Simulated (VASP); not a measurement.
# TaN (P-6m2) in VASP: notebook

Runs on TaN. Level: PBEsol. Tasks: single point.

Program: VASP 6.6.1. These are calculated values, not measurements. Logs are shortened: lines on timing, memory, paths and dates and some standing lists are left out, and cuts for length are marked.

### 1 The cell of the first run

The structure is hexagonal, space group P-6m2 (No. 187). The conventional cell has a = 2.787 Å, b = 2.787 Å, c = 2.906 Å, α = 90.00°, β = 90.00°, γ = 120.00°. Within 3.0 Å of Ta (site symmetry -6m2) lie 6 N at 2.17 Å and 8 Ta at 2.79 to 2.91 Å. Within 3.0 Å of N (site symmetry -6m2) lie 6 Ta at 2.17 Å and 8 N at 2.79 to 2.91 Å.

### 2 Single point, PBEsol (9.78 Å³/atom)

INCAR

```
SYSTEM = TaN
ALGO = Normal
EDIFF = 1E-6
ENCUT = 520
GGA = PS
ISIF = 2
ISMEAR = 0
LASPH = .True.
LCHARG = .True.
LELF = .True.
LREAL = .False.
LVHAR = .True.
LWAVE = .False.
NBANDS = 15
NELM = 60
PREC = Accurate
SIGMA = 0.15
```

KPOINTS

```
k-points
0
Gamma
  21 21 18
  0 0 0
```

POSCAR

```
TaN
1.0
    2.7874722898      0.0000000000      0.0000000000
   -1.3937361449      2.4140218153      0.0000000000
    0.0000000000      0.0000000000      2.9062186094
Ta N
1 1
Direct
    0.3333333333      0.6666666667      0.5000000000
    0.0000000000      0.0000000000      0.0000000000
```

Potentials or basis: VASP PAW PBE potentials, release 64 (Ta_pv, N).

Run with:

```
cat potpaw_PBE.64/Ta_pv/POTCAR potpaw_PBE.64/N/POTCAR > POTCAR
mpirun -np 1 vasp_std > vasp.out
```

OUTCAR:

```text
SYSTEM = TaN
   EDIFF = 1E-6
   ENCUT = 520
   GGA = PS
   ISIF = 2
   ISMEAR = 0
   LASPH = .True.
   LREAL = .False.
   NELM = 60
   PREC = Accurate

 ion  position               nearest neighbor table
   1  0.333  0.667  0.500-   2 2.17   2 2.17   2 2.17   2 2.17   2 2.17   2 2.17
   2  0.000  0.000  0.000-   1 2.17   1 2.17   1 2.17   1 2.17   1 2.17   1 2.17

  LATTYP: Found a hexagonal cell.
 ALAT       =     2.7874722898
 C/A-ratio  =     1.0426000000

  Lattice vectors:

 A1 = (   2.7874722898,   0.0000000000,   0.0000000000)
 A2 = (  -1.3937361449,   2.4140218153,   0.0000000000)
 A3 = (   0.0000000000,   0.0000000000,   2.9062186094)

Analysis of symmetry for initial positions (statically):
=====================================================================
 Subroutine PRICEL returns:
 Original cell was already a primitive cell.

 Routine SETGRP: Setting up the symmetry group for a
 hexagonal supercell.

 Subroutine GETGRP returns: Found 12 space group operations
 (whereof 12 operations were pure point group operations)
 out of a pool of 24 trial point group operations.

The static configuration has the point symmetry D_3h.

Analysis of symmetry for dynamics (positions and initial velocities):
=====================================================================
 Subroutine PRICEL returns:
 Original cell was already a primitive cell.

 Routine SETGRP: Setting up the symmetry group for a
 hexagonal supercell.

 Subroutine GETGRP returns: Found 12 space group operations
 (whereof 12 operations were pure point group operations)
 out of a pool of 24 trial point group operations.

The dynamic configuration has the point symmetry D_3h.

 Subroutine INISYM returns: Found 12 space group operations
 (whereof 12 operations are pure point group operations),
 and found     1 'primitive' translations

----------------------------------------------------------------------------------------

                                     Primitive cell

  volume of cell :      19.5560

  direct lattice vectors                    reciprocal lattice vectors
     2.787472290  0.000000000  0.000000000     0.358747961  0.207123232  0.000000000
    -1.393736145  2.414021815  0.000000000     0.000000000  0.414246464  0.000000000
     0.000000000  0.000000000  2.906218609     0.000000000  0.000000000  0.344089738

  length of vectors
     2.787472290  2.787472290  2.906218609     0.414246464  0.414246464  0.344089738

  position of ions in fractional coordinates (direct lattice)
     0.333333333  0.666666667  0.500000000
     0.000000000  0.000000000  0.000000000

  ion indices of the primitive-cell ions
   primitive index   ion index
                 1           1
                 2           2

----------------------------------------------------------------------------------------

 KPOINTS: k-points

Automatic generation of k-mesh.
 Grid dimensions read from file:
 generate k-points for:   21   21   18

 Generating k-lattice:

  Cartesian coordinates                     Fractional coordinates (reciprocal lattice)
     0.017083236  0.009863011  0.000000000     0.047619048 -0.000000000  0.000000000
     0.000000000  0.019726022  0.000000000     0.000000000  0.047619048  0.000000000
     0.000000000  0.000000000  0.019116097     0.000000000  0.000000000  0.055555556

  Length of vectors
     0.019726022  0.019726022  0.019116097

  Shift w.r.t. Gamma in fractional coordinates (k-lattice)
     0.000000000  0.000000000  0.000000000

 Subroutine IBZKPT returns following result:
 ===========================================

 Found    480 irreducible k-points:

 Following reciprocal coordinates:
            Coordinates               Weight
  0.000000  0.000000  0.000000      1.000000
  0.047619  0.000000  0.000000      6.000000
  0.095238  0.000000  0.000000      6.000000
  0.142857  0.000000  0.000000      6.000000
  0.190476  0.000000  0.000000      6.000000
  0.238095  0.000000  0.000000      6.000000
[... 16 lines left out ...]
  0.142857  0.095238  0.000000     12.000000
  0.190476  0.095238  0.000000     12.000000
 [... further k-points ...]
   k-points           NKPTS =    480   k-points in BZ     NKDIM =    480   number of bands    NBANDS=     15
   number of dos      NEDOS =    301   number of ions     NIONS =      2
   total plane-waves  NPLWV =  13824
   dimension x,y,z NGX =    24 NGY =   24 NGZ =   24
   dimension x,y,z NGXF=    48 NGYF=   48 NGZF=   48
   ions per type =               1   1
   NGX,Y,Z   is equivalent  to a cutoff of  14.31, 14.31, 13.73 a.u.
   NGXF,Y,Z  is equivalent  to a cutoff of  28.63, 28.63, 27.46 a.u.
 SYSTEM =  TaN
   PREC   = accura    normal or accurate (medium, high low for compatibility)
   ISTART =      0    job   : 0-new  1-cont  2-samecut
   ICHARG =      2    charge: 1-file 2-atom 10-const
   ISPIN  =      1    spin polarized calculation?
   LNONCOLLINEAR =      F non collinear calculations
   LSORBIT =      F    spin-orbit coupling
   LASPH  =      T    aspherical Exc in radial PAW
   ENCUT  =  520.0 eV  38.22 Ry    6.18 a.u.   5.18  5.18  5.40*2*pi/ulx,y,z
   NELM   =     60;   NELMIN=  2; NELMDL= -5     # of ELM steps
   EDIFF  = 0.1E-05   stopping-criterion for ELM
   LREAL  =      F    real-space projection
   EDIFFG = 0.1E-04   stopping-criterion for IOM
   NSW    =      0    number of steps for IOM
   IBRION =     -1    ionic relax: 0-MD 1-quasi-New 2-CG
   NFREE  =      0    steps in history (QN), initial steepest desc. (CG)
   ISIF   =      2    stress and relaxation
   ISYM   =      2    0-nonsym 1-usesym 2-fastsym
   POTIM  = 0.5000    time-step for ionic-motion
   TEBEG  =    0.0;   TEEND  =   0.0 temperature during run
   PSTRESS=    0.0 pullay stress
   NELECT =      16.0000    total number of electrons
   NUPDOWN=      -1.0000    fix difference up-down
   EMIN   =  10.00;   EMAX   =-10.00  energy-range for DOS
   EFERMI =   0.00;   METHOD = LEGACY
   ISMEAR =     0;   SIGMA  =   0.15  broadening in eV -4-tet -1-fermi 0-gaus
   EFERMI_NEDOS =   21; number of points for ismear=-14 and -15
   IALGO  =     38    algorithm
   IMIX   =      4    mixing-type and parameters
     AMIX     =   0.40;   BMIX     =  1.00
     AMIX_MAG =   1.60;   BMIX_MAG =  1.00
  volume/ion in A,a.u.               =       9.78        65.99
  Fermi-wavevector in a.u.,A,eV,Ry     =   1.531163  2.893479 31.898325  2.344461
  Thomas-Fermi vector in A             =   2.638546
   LORBIT       =      0    0 simple, 1 ext, 2 COOP (PROOUT), +10 PAW based schemes
   GGA     = PS    functional components
   LHFCALC =     F    Hartree Fock is set to
   AEXX    =    0.0000 exact exchange contribution
   IVDW    =     0    specifies the selected vdW correction
   LEPSILON=     F    determine dielectric tensor
   LRPA    =     F    only Hartree local field effects (RPA)
 non-spin polarized calculation
 Gauss-broadening in eV      SIGMA  =   0.15
  energy-cutoff  :      520.00
  volume of cell :       19.56
 maximum number of plane-waves:       545
 NGX is ok and might be reduce to    24
   NGX = 11   NGY = 11   NGZ = 11

 number of electron      16.0000002 magnetization

 Free energy of the ion-electron system (eV)
  ---------------------------------------------------
  ext. energy  EPLUGINS =         0.00000000
  ---------------------------------------------------
  free energy    TOTEN  =       -23.52438242 eV

  energy without entropy =      -23.52379904  energy(sigma->0) =      -23.52409073

 E-fermi :   9.0564     XC(G=0): -14.0525

 val. band max:        9.0520581944   @ k =   0.0476   0.0000   0.4444
 cond. band min:       9.1060840121   @ k =   0.3333   0.2857   0.0000
 fundamental gap:      0.0540258177
 Fermi energy:         9.0563530470

 k-point     1 :       0.0000    0.0000    0.0000
  band No.  band energies     occupation
      1     -25.5713      2.00000
      2     -24.9679      2.00000
      3     -24.9679      2.00000
      4      -9.2871      2.00000
      5       4.2208      2.00000
      6       4.6576      2.00000
      7       4.6576      2.00000
      8       5.7745      2.00000
      9      12.6900      0.00000
     10      12.8080      0.00000
     11      12.8080      0.00000
     12      13.5955      0.00000
     13      13.5955      0.00000
     14      22.6745      0.00000
     15      23.0484      0.00000

 k-point     2 :       0.0476    0.0000    0.0000
  band No.  band energies     occupation
      1     -25.5656      2.00000
      2     -25.0100      2.00000
      3     -24.9765      2.00000
      4      -9.2270      2.00000
      5       4.2515      2.00000
      6       4.5517      2.00000
      7       4.7020      2.00000
      8       5.6855      2.00000
      9      12.6741      0.00000
     10      12.8214      0.00000
     11      12.8969      0.00000
     12      13.5609      0.00000
     13      13.6692      0.00000
     14      22.6814      0.00000
     15      23.0516      0.00000

 k-point     3 :       0.0952    0.0000    0.0000
  band No.  band energies     occupation
      1     -25.5490      2.00000
      2     -25.1310      2.00000
      3     -25.0016      2.00000
      4      -9.0521      2.00000
      5       3.9949      2.00000
      6       4.6244      2.00000
      7       4.8294      2.00000
      8       5.4380      2.00000
      9      12.3301      0.00000
     10      12.8688      0.00000
     11      13.4371      0.00000
     12      13.4617      0.00000
     13      13.8643      0.00000
     14      22.6948      0.00000
     15      23.0509      0.00000
[... 343 lines left out ...]
 k-point    23 :       0.1429    0.0952    0.0000
  band No.  band energies     occupation
      1     -25.6117      2.00000
      2     -25.4760      2.00000
      3     -25.1335      2.00000
      4      -8.2838      2.00000
      5       2.6572      2.00000
      6       4.5168      2.00000
      7       5.2354      2.00000
      8       5.5325      2.00000
      9      11.1866      0.00000
     10      12.8084      0.00000
     11      13.3642      0.00000
     12      14.6995      0.00000
     13      15.2826      0.00000
     14      22.7535      0.00000
     15      23.1160      0.00000

 k-point    24 :       0.1905    0.0952    0.0000
  band No.  band energies     occupation
      1     -25.8333      2.00000
      2     -25.4397      2.00000
      3     -25.2006      2.00000
      4      -7.8960      2.00000
      5       2.1194      2.00000
      6       4.1294      2.00000
      7       5.3522      2.00000
      8       5.9102      2.00000
      9      10.8967      0.00000
     10      12.4845      0.00000
     11      13.7853      0.00000
     12      14.9972      0.00000
     13      15.9586      0.00000
     14      22.7809      0.00000
     15      23.2842      0.00000

 [... further k-points ...]

------------------------ aborting loop because EDIFF is reached ----------------------------------------

  FORCE on cell =-STRESS in cart. coord.  units (eV):
  Direction    XX          YY          ZZ          XY          YZ          ZX
  --------------------------------------------------------------------------------------
  -------------------------------------------------------------------------------------
  Total        6.0761298      6.0761298      1.0849901     -0.0000000      0.0000000      0.0000000
  in kB      497.8031003    497.8031003     88.8907025     -0.0000000      0.0000000      0.0000000
  external PRESSURE =     361.4989677 kB  Pullay stress =       0.0000000 kB

 VOLUME and BASIS-vectors are now :
 -----------------------------------------------------------------------------
  energy-cutoff  :      520.00
  volume of cell :       19.56
      direct lattice vectors                 reciprocal lattice vectors
     2.787472290  0.000000000  0.000000000     0.358747961  0.207123232  0.000000000
    -1.393736145  2.414021815  0.000000000     0.000000000  0.414246464  0.000000000
     0.000000000  0.000000000  2.906218609     0.000000000  0.000000000  0.344089738

 POSITION                                       TOTAL-FORCE (eV/Angst)
 -----------------------------------------------------------------------------------
     -0.00000      1.60935      1.45311        -0.000000      0.000000      0.000000
      0.00000      0.00000      0.00000         0.000000     -0.000000      0.000000
 -----------------------------------------------------------------------------------
    total drift:                                0.000000     -0.000000     -0.000000

  FREE ENERGIE OF THE ION-ELECTRON SYSTEM (eV)
  ---------------------------------------------------
  free  energy   TOTEN  =       -23.5243824232 eV

  energy  without entropy=      -23.5237990361  energy(sigma->0) =      -23.52409073
```

It took 2.1 min on 1 thread of Intel Xeon 8259CL, shared host; peak memory 0.26 GiB.

Results:

| Item | Value |
| --- | --- |
| Free energy | -23.5244 eV |
| Pressure | 36.1 GPa |
| Band gap on the k mesh | zero (bands 8 and 9 overlap by 0.51 eV) |

Stress tensor (GPa, compression positive):
```
49.78  0.00  0.00
 0.00 49.78  0.00
 0.00  0.00  8.89
```

Caveat: the cell stands under pressure; the PAW data sets were made with another functional, which shifts forces and pressure a little; spin-orbit coupling is left out, which moves the levels of the heavy elements.

### 3 Single point, PBEsol (9.78 Å³/atom)

INCAR

```
SYSTEM = TaN
  PREC = Accurate
  ENCUT = 520
  EDIFF = 1E-7
  ISMEAR = 0
  SIGMA = 0.15
  LREAL = .False.
  LASPH = .True.
  NELM = 80
  ALGO = Normal
  ISIF = 2
  LWAVE = .False.
  LCHARG = .False.
  GGA = PS
  NBANDS = 15
```

KPOINTS

```
regular mesh
0
Gamma
  21 21 18
  0 0 0
```

POSCAR

```
TaN
1.0
    2.8249053928      0.0000000000      0.0000000000
   -1.4124526964      2.4464398335      0.0000000000
    0.0000000000      0.0000000000      2.8297077320
Ta N
1 1
Direct
    0.3333333333      0.6666666667      0.5000000000
    0.0000000000      0.0000000000      0.0000000000
```

Potentials or basis: VASP PAW PBE potentials, release 64 (Ta_pv, N).

Run with:

```
cat potpaw_PBE.64/Ta_pv/POTCAR potpaw_PBE.64/N/POTCAR > POTCAR
mpirun -np 1 vasp_std > vasp.out
```

Run time: 2 min. Hardware: 1 thread of Intel Xeon 8259CL, shared host; peak memory 0.26 GiB.

Results (log left out):

```
Free energy            : -23.6088 eV
Pressure               : 37.0 GPa
Band gap on the k mesh : zero (bands 8 and 9 overlap by 0.40 eV)
```

Stress tensor (GPa, compression positive):
```
40.58  0.00  0.00
 0.00 40.58  0.00
 0.00  0.00 29.74
```

Levels at points of the mesh, in eV from the Fermi level:
| k point | band 4 | band 5 | band 6 | band 7 | band 8 | band 9 | band 10 | band 11 | band 12 | band 13 |
| --- | --- | --- | --- | --- | --- | --- | --- | --- | --- | --- |
| (0.00, 0.00, 0.00) | -18.41 | -4.78 | -4.78 | -4.71 | -3.08 | 3.21 | 3.99 | 3.99 | 4.57 | 4.57 |
| (0.00, 0.00, 0.50) | -15.18 | -9.94 | -3.86 | -3.86 | -0.11 | -0.11 | 2.46 | 3.80 | 3.80 | 9.18 |

Caveat: the cell stands under pressure; the PAW data sets were made with another functional, which shifts forces and pressure a little; spin-orbit coupling is left out, which moves the levels of the heavy elements.

### 4 Single point, PBEsol (9.78 Å³/atom)

INCAR

```
  PREC = Accurate
  ENCUT = 520
  EDIFF = 1E-6
  ISMEAR = 0
  SIGMA = 0.15
  LREAL = False
  LASPH = True
  NELM = 60
  ALGO = Normal
  ISIF = 2
  LWAVE = False
  LCHARG = False
  GGA = PS
  NBANDS = 15
```

KPOINTS

```
regular mesh
0
Gamma
  21 21 18
```

POSCAR

```
TaN
1.0
    2.8629447725      0.0000000000      0.0000000000
   -1.4314723862      2.4793829026      0.0000000000
    0.0000000000      0.0000000000      2.7550117546
Ta N
1 1
Direct
    0.3333333333      0.6666666667      0.5000000000
    0.0000000000      0.0000000000      0.0000000000
```

Run with:

```
cat potpaw_PBE.64/Ta_pv/POTCAR potpaw_PBE.64/N/POTCAR > POTCAR
mpirun -np 1 vasp_std > vasp.out
```

It took 1.7 min on 1 thread of Intel Xeon 8259CL, shared host; peak memory 0.26 GiB.

The run converged. Its results:

```yaml
Free_energy: -23.5939 eV
Pressure: 38.5 GPa
Band_gap_on_the_k_mesh: zero (bands 8 and 9 overlap by 0.42 eV)
```

Stress tensor (GPa, compression positive):
```
31.74  0.00  0.00
 0.00 31.74  0.00
 0.00  0.00 51.92
```

Levels at points of the mesh, in eV from the Fermi level:
```tsv
k point	band 5	band 6	band 7	band 8	band 9	band 10	band 11	band 12
(0.00, 0.00, 0.00)	-5.16	-5.16	-4.66	-2.86	2.80	4.21	4.21	4.63
(0.00, 0.00, 0.50)	-9.97	-4.26	-4.26	-0.10	-0.10	3.05	3.45	3.45
```

Caveat: the cell stands under pressure; the PAW data sets were made with another functional, which shifts forces and pressure a little; spin-orbit coupling is left out, which moves the levels of the heavy elements.

### 5 Summary

| cell | gap on the mesh (eV) | pressure (GPa) |
| --- | --- | --- |
| a = 2.787, b = 2.787, c = 2.906 Å, angles 90.0, 90.0, 120.0°, 2 atoms | none | 36.1 |
| a = 2.825, b = 2.825, c = 2.830 Å, angles 90.0, 90.0, 120.0°, 2 atoms | none | 37.0 |
| a = 2.863, b = 2.863, c = 2.755 Å, angles 90.0, 90.0, 120.0°, 2 atoms | none | 38.5 |

Alike in all rows: task single point; level PBEsol; potentials or basis VASP PAW PBE potentials, release 64 (Ta_pv, N); no spin polarisation; k mesh 21 × 21 × 18; cutoff (eV) 520; smearing gaussian 0.15 eV.

Caveats: the cell stands under pressure; the PAW data sets were made with another functional, which shifts forces and pressure a little; spin-orbit coupling is left out, which moves the levels of the heavy elements.

Total energies depend on the potentials used, so only differences within one code and one set of settings carry meaning.
